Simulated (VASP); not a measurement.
# SiSbTe3 (Pm-3m) in VASP: notebook

The runs below take SiSbTe3 through single point, relaxation of cell and atoms, with PBE.

Everything below comes from runs of VASP 6.6.1. Logs are shortened: lines on timing, memory, paths and dates and some standing lists are left out, and cuts for length are marked.

## Step 1: The cell of the first run

Symmetry: Pm-3m, No. 221, cubic system. Conventional cell: a = 5.293 Å, b = 5.293 Å, c = 5.293 Å, α = 90.00°, β = 90.00°, γ = 90.00°. Within 3.5 Å of Si (site symmetry m-3m) lie 6 Te at 2.65 Å. Within 4.9 Å of Sb (site symmetry m-3m) lie 12 Te at 3.74 Å and 8 Si at 4.58 Å. Te (site symmetry 4/mmm) has 2 Si at 2.65 Å within 3.5 Å.

## Step 2: Single point, PBE

INCAR reads:

```
ALGO = Normal
EDIFF = 1E-7
ENCUT = 520
GGA = PE
ISIF = 2
ISMEAR = 0
LASPH = T
LCHARG = F
LREAL = F
LWAVE = F
NBANDS = 22
NELM = 80
PREC = Accurate
SIGMA = 0.1
```

KPOINTS reads:

```
k-points
0
Gamma
  4 4 4
```

POSCAR reads:

```
SiSbTe3
1.0
    5.2930937878      0.0000000000      0.0000000000
    0.0000000000      5.2930937878      0.0000000000
    0.0000000000      0.0000000000      5.2930937878
Si Sb Te
1 1 3
Direct
    0.0000000000      0.0000000000      0.0000000000
    0.5000000000      0.5000000000      0.5000000000
    0.5000000000      0.0000000000      0.0000000000
    0.0000000000      0.5000000000      0.0000000000
    0.0000000000      0.0000000000      0.5000000000
```

Potentials or basis: VASP PAW PBE potentials, release 64 (Si, Sb, Te).

Command:

```bash
> cat potpaw_PBE.64/Si/POTCAR potpaw_PBE.64/Sb/POTCAR potpaw_PBE.64/Te/POTCAR > POTCAR
> mpirun -np 1 vasp_std > vasp.out
```

OUTCAR:

```text
EDIFF = 1E-7
   ENCUT = 520
   GGA = PE
   ISIF = 2
   ISMEAR = 0
   LASPH = T
   LREAL = F
   NELM = 80
   PREC = Accurate

 ion  position               nearest neighbor table
   1  0.000  0.000  0.000-   3 2.65   4 2.65   5 2.65   5 2.65   4 2.65   3 2.65
   2  0.500  0.500  0.500-
   3  0.500  0.000  0.000-   1 2.65   1 2.65
   4  0.000  0.500  0.000-   1 2.65   1 2.65
   5  0.000  0.000  0.500-   1 2.65   1 2.65

  LATTYP: Found a simple cubic cell.
 ALAT       =     5.2930937878

  Lattice vectors:

 A1 = (   5.2930937878,   0.0000000000,   0.0000000000)
 A2 = (   0.0000000000,   5.2930937878,   0.0000000000)
 A3 = (   0.0000000000,   0.0000000000,   5.2930937878)

Analysis of symmetry for initial positions (statically):
=====================================================================
 Subroutine PRICEL returns:
 Original cell was already a primitive cell.

 Routine SETGRP: Setting up the symmetry group for a
 simple cubic supercell.

 Subroutine GETGRP returns: Found 48 space group operations
 (whereof 48 operations were pure point group operations)
 out of a pool of 48 trial point group operations.

The static configuration has the point symmetry O_h .

Analysis of symmetry for dynamics (positions and initial velocities):
=====================================================================
 Subroutine PRICEL returns:
 Original cell was already a primitive cell.

 Routine SETGRP: Setting up the symmetry group for a
 simple cubic supercell.

 Subroutine GETGRP returns: Found 48 space group operations
 (whereof 48 operations were pure point group operations)
 out of a pool of 48 trial point group operations.

The dynamic configuration has the point symmetry O_h .

 Subroutine INISYM returns: Found 48 space group operations
 (whereof 48 operations are pure point group operations),
 and found     1 'primitive' translations

----------------------------------------------------------------------------------------

                                     Primitive cell

  volume of cell :     148.2958

  direct lattice vectors                    reciprocal lattice vectors
     5.293093788  0.000000000  0.000000000     0.188925426  0.000000000  0.000000000
     0.000000000  5.293093788  0.000000000     0.000000000  0.188925426  0.000000000
     0.000000000  0.000000000  5.293093788     0.000000000  0.000000000  0.188925426

  length of vectors
     5.293093788  5.293093788  5.293093788     0.188925426  0.188925426  0.188925426

  position of ions in fractional coordinates (direct lattice)
     0.000000000  0.000000000  0.000000000
     0.500000000  0.500000000  0.500000000
     0.500000000  0.000000000  0.000000000
     0.000000000  0.500000000  0.000000000
     0.000000000  0.000000000  0.500000000

  ion indices of the primitive-cell ions
   primitive index   ion index
                 1           1
                 2           2
                 3           3
                 4           4
                 5           5

----------------------------------------------------------------------------------------

 KPOINTS: k-points

Automatic generation of k-mesh.
 Grid dimensions read from file:
 generate k-points for:    4    4    4

 Generating k-lattice:

  Cartesian coordinates                     Fractional coordinates (reciprocal lattice)
     0.047231357  0.000000000  0.000000000     0.250000000  0.000000000  0.000000000
     0.000000000  0.047231357  0.000000000     0.000000000  0.250000000  0.000000000
     0.000000000  0.000000000  0.047231357     0.000000000  0.000000000  0.250000000

  Length of vectors
     0.047231357  0.047231357  0.047231357

  Shift w.r.t. Gamma in fractional coordinates (k-lattice)
     0.000000000  0.000000000  0.000000000

 Subroutine IBZKPT returns following result:
 ===========================================

 Found     10 irreducible k-points:

 Following reciprocal coordinates:
            Coordinates               Weight
  0.000000  0.000000  0.000000      1.000000
  0.250000  0.000000  0.000000      6.000000
  0.500000  0.000000  0.000000      3.000000
  0.250000  0.250000  0.000000     12.000000
  0.500000  0.250000  0.000000     12.000000
  0.500000  0.500000  0.000000      3.000000
  0.250000  0.250000  0.250000      8.000000
  0.500000  0.250000  0.250000     12.000000
  0.500000  0.500000  0.250000      6.000000
  0.500000  0.500000  0.500000      1.000000
   k-points           NKPTS =     10   k-points in BZ     NKDIM =     10   number of bands    NBANDS=     22
   number of dos      NEDOS =    301   number of ions     NIONS =      5
   total plane-waves  NPLWV =  64000
   dimension x,y,z NGX =    40 NGY =   40 NGZ =   40
   dimension x,y,z NGXF=    80 NGYF=   80 NGZF=   80
   ions per type =               1   1   3
   NGX,Y,Z   is equivalent  to a cutoff of  12.56, 12.56, 12.56 a.u.
   NGXF,Y,Z  is equivalent  to a cutoff of  25.13, 25.13, 25.13 a.u.
 SYSTEM =  unknown system
   PREC   = accura    normal or accurate (medium, high low for compatibility)
   ISTART =      0    job   : 0-new  1-cont  2-samecut
   ICHARG =      2    charge: 1-file 2-atom 10-const
   ISPIN  =      1    spin polarized calculation?
   LNONCOLLINEAR =      F non collinear calculations
   LSORBIT =      F    spin-orbit coupling
   LASPH  =      T    aspherical Exc in radial PAW
   ENCUT  =  520.0 eV  38.22 Ry    6.18 a.u.   9.84  9.84  9.84*2*pi/ulx,y,z
   NELM   =     80;   NELMIN=  2; NELMDL= -5     # of ELM steps
   EDIFF  = 0.1E-06   stopping-criterion for ELM
   LREAL  =      F    real-space projection
   EDIFFG = 0.1E-05   stopping-criterion for IOM
   NSW    =      0    number of steps for IOM
   IBRION =     -1    ionic relax: 0-MD 1-quasi-New 2-CG
   NFREE  =      0    steps in history (QN), initial steepest desc. (CG)
   ISIF   =      2    stress and relaxation
   ISYM   =      2    0-nonsym 1-usesym 2-fastsym
   POTIM  = 0.5000    time-step for ionic-motion
   TEBEG  =    0.0;   TEEND  =   0.0 temperature during run
   PSTRESS=    0.0 pullay stress
   NELECT =      27.0000    total number of electrons
   NUPDOWN=      -1.0000    fix difference up-down
   EMIN   =  10.00;   EMAX   =-10.00  energy-range for DOS
   EFERMI =   0.00;   METHOD = LEGACY
   ISMEAR =     0;   SIGMA  =   0.10  broadening in eV -4-tet -1-fermi 0-gaus
   EFERMI_NEDOS =   21; number of points for ismear=-14 and -15
   IALGO  =     38    algorithm
   IMIX   =      4    mixing-type and parameters
     AMIX     =   0.40;   BMIX     =  1.00
     AMIX_MAG =   1.60;   BMIX_MAG =  1.00
  volume/ion in A,a.u.               =      29.66       200.15
  Fermi-wavevector in a.u.,A,eV,Ry     =   0.927869  1.753417 11.713803  0.860940
  Thomas-Fermi vector in A             =   2.053984
   LORBIT       =      0    0 simple, 1 ext, 2 COOP (PROOUT), +10 PAW based schemes
   GGA     = PE    functional components
   LHFCALC =     F    Hartree Fock is set to
   AEXX    =    0.0000 exact exchange contribution
   IVDW    =     0    specifies the selected vdW correction
   LEPSILON=     F    determine dielectric tensor
   LRPA    =     F    only Hartree local field effects (RPA)
 non-spin polarized calculation
 Gauss-broadening in eV      SIGMA  =   0.10
  energy-cutoff  :      520.00
  volume of cell :      148.30
 maximum number of plane-waves:      4032
 NGX is ok and might be reduce to    40

 number of electron      27.0000000 magnetization

 Free energy of the ion-electron system (eV)
  ---------------------------------------------------
  ext. energy  EPLUGINS =         0.00000000
  ---------------------------------------------------
  free energy    TOTEN  =       -16.45985636 eV

  energy without entropy =      -16.41650230  energy(sigma->0) =      -16.43817933

 E-fermi :   6.1707     XC(G=0):  -9.4418

 val. band max:        6.1689986566   @ k =   0.5000   0.2500   0.0000
 cond. band min:       6.1790378248   @ k =   0.5000   0.2500   0.0000
 fundamental gap:      0.0100391682
 Fermi energy:         6.1706803320

 k-point     1 :       0.0000    0.0000    0.0000
  band No.  band energies     occupation
      1      -7.1481      2.00000
      2      -4.0341      2.00000
      3      -4.0341      2.00000
      4      -2.4674      2.00000
      5       0.4129      2.00000
      6       0.4129      2.00000
[... 14 lines left out ...]
     21      10.1988      0.00000
     22      10.1988      0.00000

 k-point     2 :       0.2500    0.0000    0.0000
  band No.  band energies     occupation
      1      -6.9117      2.00000
      2      -4.5890      2.00000
      3      -4.0160      2.00000
      4      -2.5185      2.00000
      5       0.2108      2.00000
      6       0.5842      2.00000
[... 14 lines left out ...]
     21      11.0949      0.00000
     22      11.2021      0.00000

 k-point     3 :       0.5000    0.0000    0.0000
  band No.  band energies     occupation
      1      -6.5310      2.00000
      2      -5.2707      2.00000
      3      -3.9975      2.00000
      4      -2.4211      2.00000
      5      -0.2050      2.00000
      6       0.7994      2.00000
[... 14 lines left out ...]
     21      13.0053      0.00000
     22      13.2267      0.00000
[... 126 lines left out ...]
 k-point     9 :       0.5000    0.5000    0.2500
  band No.  band energies     occupation
      1      -5.5042      2.00000
      2      -5.0188      2.00000
      3      -5.0188      2.00000
      4      -2.7682      2.00000
      5      -2.6759      2.00000
      6       2.2341      2.00000
[... 14 lines left out ...]
     21      13.0682      0.00000
     22      13.0907      0.00000

 k-point    10 :       0.5000    0.5000    0.5000
  band No.  band energies     occupation
      1      -4.9718      2.00000
      2      -4.9718      2.00000
      3      -4.9718      2.00000
      4      -3.8580      2.00000
      5      -2.5672      2.00000
      6       1.6650      2.00000
[... 14 lines left out ...]
     21      12.3990      0.00000
     22      12.4036      0.00000

------------------------ aborting loop because EDIFF is reached ----------------------------------------

  FORCE on cell =-STRESS in cart. coord.  units (eV):
  Direction    XX          YY          ZZ          XY          YZ          ZX
  --------------------------------------------------------------------------------------
  -------------------------------------------------------------------------------------
  Total        0.0540501      0.0540501      0.0540501     -0.0000000      0.0000000     -0.0000000
  in kB        0.5839536      0.5839536      0.5839536     -0.0000000      0.0000000     -0.0000000
  external PRESSURE =       0.5839536 kB  Pullay stress =       0.0000000 kB

 VOLUME and BASIS-vectors are now :
 -----------------------------------------------------------------------------
  energy-cutoff  :      520.00
  volume of cell :      148.30
      direct lattice vectors                 reciprocal lattice vectors
     5.293093788  0.000000000  0.000000000     0.188925426  0.000000000  0.000000000
     0.000000000  5.293093788  0.000000000     0.000000000  0.188925426  0.000000000
     0.000000000  0.000000000  5.293093788     0.000000000  0.000000000  0.188925426

 POSITION                                       TOTAL-FORCE (eV/Angst)
 -----------------------------------------------------------------------------------
      0.00000      0.00000      0.00000         0.000000      0.000000      0.000000
      2.64655      2.64655      2.64655         0.000000      0.000000      0.000000
      2.64655      0.00000      0.00000         0.000000      0.000000      0.000000
      0.00000      2.64655      0.00000         0.000000      0.000000      0.000000
      0.00000      0.00000      2.64655         0.000000      0.000000      0.000000
 -----------------------------------------------------------------------------------
    total drift:                                0.000000      0.000000      0.000000

  FREE ENERGIE OF THE ION-ELECTRON SYSTEM (eV)
  ---------------------------------------------------
  free  energy   TOTEN  =       -16.4598563599 eV

  energy  without entropy=      -16.4165022986  energy(sigma->0) =      -16.43817933
```

It took 33 s on 1 thread of Intel Xeon Platinum 8259CL at 2.50GHz (Skylake/Cascade Lake), shared host; peak memory 0.25 GiB.

What came out:

| Property | Result |
| --- | --- |
| Free energy | -16.4599 eV |
| Pressure | 0.1 GPa |

Caveat: spin-orbit coupling is left out, which moves the levels of the heavy elements.

## Step 3: Single point, PBE

This run uses another cell than the first one, of 31.04 Å³/atom, 1.047 times its volume.

INCAR reads:

```
SYSTEM = SiSbTe3
PREC = Accurate ; ENCUT = 520
EDIFF = 1E-6 ; ISMEAR = 0
SIGMA = 0.1 ; LREAL = .False.
LASPH = .True. ; NELM = 100
ALGO = Normal ; ISIF = 2
LWAVE = .False. ; LCHARG = .True.
GGA = PE ; LELF = .True.
LVHAR = .True. ; NBANDS = 22
```

KPOINTS reads:

```
Automatic mesh
0
Gamma
  4 4 4
  0 0 0
```

POSCAR: that of step 2 with these lines changed.

```diff
@@ -2,5 +2,5 @@
 1.0
-    5.2930937878      0.0000000000      0.0000000000
-    0.0000000000      5.2930937878      0.0000000000
-    0.0000000000      0.0000000000      5.2930937878
+    5.3739715500      0.0000000000      0.0000000000
+    0.0000000000      5.3739715500      0.0000000000
+    0.0000000000      0.0000000000      5.3739715500
 Si Sb Te
```

Potentials or basis: VASP PAW PBE potentials, release 64 (Si, Sb, Te).

Command:

```bash
> cat potpaw_PBE.64/Si/POTCAR potpaw_PBE.64/Sb/POTCAR potpaw_PBE.64/Te/POTCAR > POTCAR
> mpirun -np 1 vasp_std > vasp.out
```

Wall time 28 s (1 thread of Intel Xeon Platinum 8259CL at 2.50GHz (Skylake/Cascade Lake), shared host); peak memory 0.25 GiB.

It converged, with:

```yaml
Free_energy: -16.4193 eV
Pressure: -1.9 GPa
```

Levels at points of the mesh, in eV from the Fermi level:
```
           k point  band 11  band 12  band 13  band 14  band 15  band 16  band 17  band 18
(0.00, 0.00, 0.00)    -1.67    -0.77    -0.77    -0.77     1.83     1.83     1.83     3.62
(0.50, 0.00, 0.00)    -1.42    -0.90    -0.65    -0.65     0.72     0.72     0.97     1.81
(0.50, 0.50, 0.00)    -1.81    -1.01    -0.77     0.32     0.32     0.77     1.61     2.39
(0.50, 0.50, 0.50)     0.83     0.83     0.83     1.01     1.01     1.01     1.45     1.45
```

Caveat: spin-orbit coupling is left out, which moves the levels of the heavy elements.

## Step 4: Relaxation of cell and atoms, PBE

This run uses another cell than the first one, of 31.04 Å³/atom, 1.047 times its volume.

INCAR reads:

```
SYSTEM = SiSbTe3
PREC = Accurate
ENCUT = 600
EDIFF = 1E-6
ISMEAR = 0
SIGMA = 0.1
LREAL = .False.
LASPH = .True.
NELM = 80
ALGO = Normal
ISIF = 3
LWAVE = .False.
LCHARG = .False.
GGA = PE
IBRION = 2
NSW = 90
EDIFFG = -0.04
```

KPOINTS is that of step 3.

POSCAR is that of step 3.

Command:

```bash
> cat potpaw_PBE.64/Si/POTCAR potpaw_PBE.64/Sb/POTCAR potpaw_PBE.64/Te/POTCAR > POTCAR
> mpirun -np 1 vasp_std > vasp.out
```

Run time: 82 s. Hardware: 1 thread of Intel Xeon Platinum 8259CL at 2.50GHz (Skylake/Cascade Lake), shared host; peak memory 0.35 GiB.

It converged, with:

| Property | Result |
| --- | --- |
| Free energy | -16.4601 eV |
| Relaxed volume | 29.69 Å³/atom |
| Relaxed cell | a = 5.295 Å, b = 5.295 Å, c = 5.295 Å, α = 90.00°, β = 90.00°, γ = 90.00° |
| Space group after relaxing (to 0.05 Å) | Pm-3m (No. 221) |
| Energy gained by relaxing | 8.2 meV/atom |
| Ionic steps | 3 |
| Pressure after relaxing | 0.0 GPa |

Step by step:
```tsv
step	energy change (eV)	largest force (eV/Å)	pressure (GPa)	volume (Å³)
1	0.0000	0.0000	-1.86	155.20
2	-0.0392	0.0000	0.40	147.22
3	-0.0408	0.0000	0.00	148.47
```

Final structure:
```cif
data_structure
_symmetry_space_group_name_H-M 'P 1'
_symmetry_Int_Tables_number 1
_cell_length_a 5.2952
_cell_length_b 5.2952
_cell_length_c 5.2952
_cell_angle_alpha 90.000
_cell_angle_beta 90.000
_cell_angle_gamma 90.000
_cell_volume 148.47
loop_
_atom_site_label
_atom_site_type_symbol
_atom_site_fract_x
_atom_site_fract_y
_atom_site_fract_z
_atom_site_occupancy
Si1 Si 0.00000 0.00000 0.00000 1
Sb1 Sb 0.50000 0.50000 0.50000 1
Te1 Te 0.50000 0.00000 0.00000 1
Te2 Te 0.00000 0.50000 0.00000 1
Te3 Te 0.00000 0.00000 0.50000 1
```

Levels at points of the mesh, in eV from the Fermi level:
| k point | band 11 | band 12 | band 13 | band 14 | band 15 | band 16 | band 17 |
| --- | --- | --- | --- | --- | --- | --- | --- |
| (0.00, 0.00, 0.00) | -1.76 | -0.83 | -0.83 | -0.83 | 1.97 | 1.97 | 1.97 |
| (0.50, 0.00, 0.00) | -1.54 | -0.93 | -0.70 | -0.70 | 0.77 | 0.77 | 1.10 |
| (0.50, 0.50, 0.00) | -1.95 | -1.06 | -0.83 | 0.33 | 0.33 | 0.84 | 1.74 |
| (0.50, 0.50, 0.50) | 0.90 | 0.90 | 0.90 | 1.06 | 1.06 | 1.06 | 1.56 |

Caveat: spin-orbit coupling is left out, which moves the levels of the heavy elements.

## Step 5: Single point, PBE

This run uses another cell than the first one: it holds 10 atoms, not 5.

INCAR reads:

```
ALGO     = Normal         # electronic algorithm
EDIFF    = 1E-6           # SCF threshold, eV
ENCUT    = 520            # plane-wave cutoff, eV
GGA      = PE             # functional
ISIF     = 2              # what is computed and relaxed
ISMEAR   = 0              # smearing method
LASPH    = True           # aspherical terms in the spheres
LCHARG   = True           # write CHGCAR
LELF     = True           # ELF
LREAL    = False          # projectors in reciprocal space
LVHAR    = True         
LWAVE    = False          # write WAVECAR
NBANDS   = 38             # bands
NELM     = 80             # most SCF steps
PREC     = Accurate       # precision mode
SIGMA    = 0.2            # smearing width, eV
```

KPOINTS reads:

```
k-points
0
Gamma
  4 4 2
```

POSCAR reads:

```
SiSbTe3
1.0
    5.2667903073      0.0000000000      0.0000000000
    0.0000000000      5.2667903073      0.0000000000
    0.0000000000      0.0000000000     10.5335806145
Si Sb Te
2 2 6
Direct
    0.0000000000      0.0000000000      0.5000000000
    0.0000000000      0.0000000000      1.0000000000
    0.5000000000      0.5000000000      0.2500000000
    0.5000000000      0.5000000000      0.7500000000
    0.5000000000      0.0000000000      0.5000000000
    0.5000000000      0.0000000000      0.0000000000
    0.0000000000      0.5000000000      0.5000000000
    1.0000000000      0.5000000000      0.0000000000
    0.0000000000      0.0000000000      0.2500000000
    0.0000000000      0.0000000000      0.7500000000
```

Command:

```bash
> cat potpaw_PBE.64/Si/POTCAR potpaw_PBE.64/Sb/POTCAR potpaw_PBE.64/Te/POTCAR > POTCAR
> mpirun -np 1 vasp_std > vasp.out
```

Wall time 2 min (1 thread of Intel Xeon Platinum 8259CL at 2.50GHz (Skylake/Cascade Lake), shared host); peak memory 0.4 GiB.

It converged, with:

* Free energy: -33.0208 eV
* Pressure: 0.8 GPa
* Band gap on the k mesh: zero (band 27 reaches 7.27 eV, above the bottom of band 28 at 5.56 eV)

Levels at points of the mesh, in eV from the Fermi level:
| k point | band 22 | band 23 | band 24 | band 25 | band 26 | band 27 | band 28 | band 29 | band 30 | band 31 |
| --- | --- | --- | --- | --- | --- | --- | --- | --- | --- | --- |
| (0.00, 0.00, 0.00) | -1.58 | -0.94 | -0.85 | -0.85 | -0.85 | -0.71 | -0.71 | 0.79 | 0.79 | 1.17 |
| (0.50, 0.00, 0.00) | -1.58 | -1.06 | -0.94 | -0.85 | -0.71 | -0.71 | 0.34 | 0.34 | 0.79 | 0.79 |
| (0.50, 0.50, 0.00) | -1.02 | -0.85 | 0.34 | 0.34 | 0.86 | 0.92 | 0.92 | 0.92 | 1.10 | 1.10 |
| (0.00, 0.00, 0.50) | -1.26 | -0.96 | -0.96 | -0.96 | -0.96 | -0.79 | -0.79 | 0.87 | 0.87 | 1.43 |
| (0.50, 0.00, 0.50) | -1.94 | -1.41 | -1.41 | -0.30 | -0.30 | 0.01 | 0.01 | 0.01 | 0.01 | 0.40 |
| (0.50, 0.50, 0.50) | -0.32 | -0.32 | -0.32 | 0.45 | 0.45 | 0.68 | 0.68 | 0.68 | 0.68 | 0.89 |

Caveat: spin-orbit coupling is left out, which moves the levels of the heavy elements.

## Step 6: The runs side by side

| task | cell | k mesh | cutoff (eV) | smearing | gap on the mesh (eV) | pressure (GPa) |
| --- | --- | --- | --- | --- | --- | --- |
| single point | a = 5.293 Å, 5 atoms | 4 × 4 × 4 | 520 | gaussian 0.1 eV | none | 0.1 |
| single point | a = 5.374 Å, 5 atoms | 4 × 4 × 4 | 520 | gaussian 0.1 eV | none | -1.9 |
| relaxation of cell and atoms | relaxed from a = 5.374 Å, 5 atoms | 4 × 4 × 4 | 600 | gaussian 0.1 eV | none | 0.0 |
| single point | a = 5.267, b = 5.267, c = 10.534 Å, 10 atoms | 4 × 4 × 2 | 520 | gaussian 0.2 eV | none | 0.8 |

Alike in all rows: level PBE; potentials or basis VASP PAW PBE potentials, release 64 (Si, Sb, Te); no spin polarisation.

Caveats: spin-orbit coupling is left out, which moves the levels of the heavy elements.

Absolute energies hang on the potentials; compare differences alone.
